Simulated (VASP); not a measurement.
Runs of VASP 6.6.1 on Zn. The structure is that of space group Fd-3m (No. 227), or close to it. The cells are those of the table. This isn't the form of Zn at room conditions, which is hcp.

| task | cell | gap on the mesh (eV) | pressure (GPa) |
| --- | --- | --- | --- |
| single point | a = 3.692 Å, angles 60.0°, 2 atoms | none | 20.5 |
| relaxation of cell and atoms | relaxed to 20 GPa from a = 3.833 Å, angles 60.0°, 2 atoms | none | 20.0 |
| single point | a = 3.423 Å, angles 60.0°, 2 atoms | none | (a) |
| single point | a = 4.133 Å, angles 60.0°, 2 atoms | none | 0.1 |
| single point | a = 3.527 Å, angles 60.0°, 2 atoms | none | 41.0 |

Alike in all rows: level PBE; potentials or basis VASP PAW PBE potentials, release 64 (Zn); no spin polarisation; k mesh 7 × 7 × 7; cutoff (eV) 500; smearing methfessel-paxton 0.05 eV.

**Question.** Fill in the values left out.

**Answer.** (a) 61.3.

Caveats: the cell stands under pressure (at least some runs); the cell is relaxed towards a set pressure, so the run minimises the enthalpy, not the energy (at least some runs).

A gap of «none» marks levels without a gap at the run's occupations.
